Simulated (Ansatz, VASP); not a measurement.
**One calculation of CaF2, two programs**

INCAR

```
SYSTEM = CaF2
PREC = Accurate ; ENCUT = 600
EDIFF = 1E-6 ; ISMEAR = 0
SIGMA = 0.1 ; LREAL = .FALSE.
LASPH = .TRUE. ; NELM = 120
ALGO = Normal ; ISIF = 2
LWAVE = .FALSE. ; LCHARG = .FALSE.
GGA = PE ; NBANDS = 19
GGA_COMPAT = .FALSE.
```

Contents of KPOINTS:

```
Automatic mesh
0
G
  6 6 6
  0 0 0
```

POSCAR

```
CaF2
1.0
    0.0000000000      2.7309999500      2.7309999500
    2.7309999500      0.0000000000      2.7309999500
    2.7309999500      2.7309999500      0.0000000000
Ca F
1 2
Direct
    0.0000000000      0.0000000000      0.0000000000
    0.2500000000      0.2500000000      0.2500000000
    0.7500000000      0.7500000000      0.7500000000
```

Input for Ansatz:

```yaml
crystal:
  lattice:
    - [0.0, 2.73099995, 2.73099995]
    - [2.73099995, 0.0, 2.73099995]
    - [2.73099995, 2.73099995, 0.0]
  atoms:
    - { symbol: Ca, position: [0.0, 0.0, 0.0] }
    - { symbol: F, position: [0.25, 0.25, 0.25] }
    - { symbol: F, position: [0.75, 0.75, 0.75] }
basis:
  ecutwfc: 420
kpoints:
  mp_grid: { grid: [6, 6, 6] }
hamiltonian:
  xc: pbe
scf:
  occupations: { method: gaussian, width: 0.1 }
  lower_state_search: "off"
output:
  forces: true
  stress: true
  eigenvalues: true
```

Alike in both runs: task single point; functional PBE; k mesh 6 × 6 × 6; occupations gaussian, width 0.1 eV; no spin polarisation.

```csv
,VASP,Ansatz
version,VASP 6.6.1,Ansatz 0.2.0
potentials or method,"VASP PAW PBE potentials, release 64 (Ca_sv, F), cutoff 600 eV","scalar-relativistic, plane waves, PAW"
valence electrons in the cell,24,24
```

```tsv
	VASP	Ansatz	Ansatz less VASP
gap on the k mesh at the Fermi level (eV)	7.28	7.30	+0.021
least direct gap on the mesh (eV)	7.54	7.56	+0.019
pressure (GPa)	2.4	2.2	-0.22
```
